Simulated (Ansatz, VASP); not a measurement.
One calculation of LiH, two programs

File POSCAR:

```
LiH
1.0
    0.0000000000      1.9984726919      1.9984726919
    1.9984726919      0.0000000000      1.9984726919
    1.9984726919      1.9984726919      0.0000000000
Li H
1 1
Direct
    0.0000000000      0.0000000000      0.0000000000
    0.5000000000      0.5000000000      0.5000000000
```

INCAR.step1

```
PREC = Accurate
ENCUT = 520
ISMEAR = 0
SIGMA = 0.01
LREAL = False
LASPH = True
NELM = 80
NBANDS = 9
GGA = PE
ALGO = Normal
EDIFF = 1E-4
LWAVE = True
LCHARG = False
```

File INCAR.step2:

```
PREC = Accurate
ENCUT = 520
EDIFF = 1E-7
ISMEAR = 0
SIGMA = 0.01
LREAL = False
LASPH = True
NELM = 80
ALGO = Normal
ISIF = 2
LWAVE = False
LCHARG = False
METAGGA = R2SCAN
LMIXTAU = True
NBANDS = 9
ISTART = 1
```

File KPOINTS:

```
regular mesh
0
Gamma
  10 10 10
```

Input for Ansatz:

```yaml
crystal:
  lattice:
    - [0.0, 1.9984726919, 1.9984726919]
    - [1.9984726919, 0.0, 1.9984726919]
    - [1.9984726919, 1.9984726919, 0.0]
  atoms:
    - { symbol: Li, position: [0.0, 0.0, 0.0] }
    - { symbol: H, position: [0.5, 0.5, 0.5] }
kpoints:
  mp_grid: { grid: [10, 10, 10] }
  band_path:
    path:
      - [0.0, 0.0, 0.0]
      - [0.5, 0.0, 0.5]
      - [0.625, 0.25, 0.625]
      - [0.375, 0.375, 0.75]
      - [0.5, 0.5, 0.5]
      - [0.5, 0.25, 0.75]
      - [0.0, 0.5, 0.5]
    npoints: 1
hamiltonian:
  xc: r2scan
scf:
  occupations: { method: fixed }
  n_extra_bands: 4
output:
  forces: true
  stress: true
  eigenvalues: true
```

Alike in both runs: task single point; functional r2SCAN; k mesh 10 × 10 × 10; no spin polarisation.

|  | VASP | Ansatz |
| --- | --- | --- |
| version | VASP 6.6.1 | Ansatz 0.2.0 |
| potentials or method | VASP PAW PBE potentials, release 64 (Li_sv, H) | plane waves, PAW |
| plane-wave cutoff (eV) | 520 | 500 |
| occupations | gaussian, width 0.01 eV | fixed |
| valence electrons in the cell | 4 | 4 |

|  | VASP | Ansatz | Ansatz less VASP |
| --- | --- | --- | --- |
| gap on the k mesh at the Fermi level (eV) | 3.58 | 3.63 | +0.048 |

VASP's potentials were made for PBE, not for r2SCAN.

Noted on VASP's run: the cutoff is short for stress, so the pressure is rough.
